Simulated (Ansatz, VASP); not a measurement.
One calculation of Be2C, two programs

Contents of POSCAR:

```
Be2C
1.0
    0.0000000000      2.2028588698      2.2028588698
    2.2028588698      0.0000000000      2.2028588698
    2.2028588698      2.2028588698      0.0000000000
Be C
2 1
Direct
    0.7500000000      0.7500000000      0.7500000000
    0.2500000000      0.2500000000      0.2500000000
    0.0000000000      0.0000000000      0.0000000000
```

Contents of INCAR.step1:

```
ALGO = Normal ; EDIFF = 1E-5
ENCUT = 660 ; GGA = PE
GGA_COMPAT = False ; ISMEAR = 0
LASPH = True ; LCHARG = False
LREAL = False ; LWAVE = True
NBANDS = 11 ; NELM = 120
PREC = Accurate ; SIGMA = 0.01
```

Contents of INCAR.step2:

```
ALGO = Normal ; EDIFF = 1E-6
ENCUT = 660 ; GGA_COMPAT = False
ISIF = 2 ; ISMEAR = 0
ISTART = 1 ; LASPH = True
LCHARG = True ; LELF = True
LMIXTAU = True ; LREAL = False
LVHAR = True ; LWAVE = False
METAGGA = R2SCAN ; NBANDS = 11
NELM = 120 ; PREC = Accurate
SIGMA = 0.01
```

Contents of KPOINTS:

```
k-points
0
Gamma
  8 8 8
```

Input for Ansatz:

```yaml
crystal:
  lattice:
    - [0.0, 2.2028588698, 2.2028588698]
    - [2.2028588698, 0.0, 2.2028588698]
    - [2.2028588698, 2.2028588698, 0.0]
  atoms:
    - { symbol: Be, position: [0.75, 0.75, 0.75] }
    - { symbol: Be, position: [0.25, 0.25, 0.25] }
    - { symbol: C, position: [0.0, 0.0, 0.0] }
kpoints:
  mp_grid: { grid: [8, 8, 8] }
hamiltonian:
  xc: r2scan
scf:
  occupations: { method: fixed }
  n_extra_bands: 4
output:
  forces: true
  stress: true
  eigenvalues: true
```

Alike in both runs: task single point; functional r2SCAN; k mesh 8 × 8 × 8; no spin polarisation.

|  | VASP | Ansatz |
| --- | --- | --- |
| version | VASP 6.6.1 | Ansatz 0.2.0 |
| potentials or method | VASP PAW PBE potentials, release 64 (Be, C) | plane waves, PAW |
| plane-wave cutoff (eV) | 660 | 500 |
| occupations | gaussian, width 0.01 eV | fixed |
| valence electrons in the cell | 8 | 8 |

Ansatz gave:

- gap on the k mesh at the Fermi level (eV): 1.50
- pressure (GPa): -10.9

Problem. Estimate VASP's values.

Solution. gap on the k mesh at the Fermi level (eV): 1.50; pressure (GPa): -10.1.

VASP's potentials were made for PBE, not for r2SCAN.
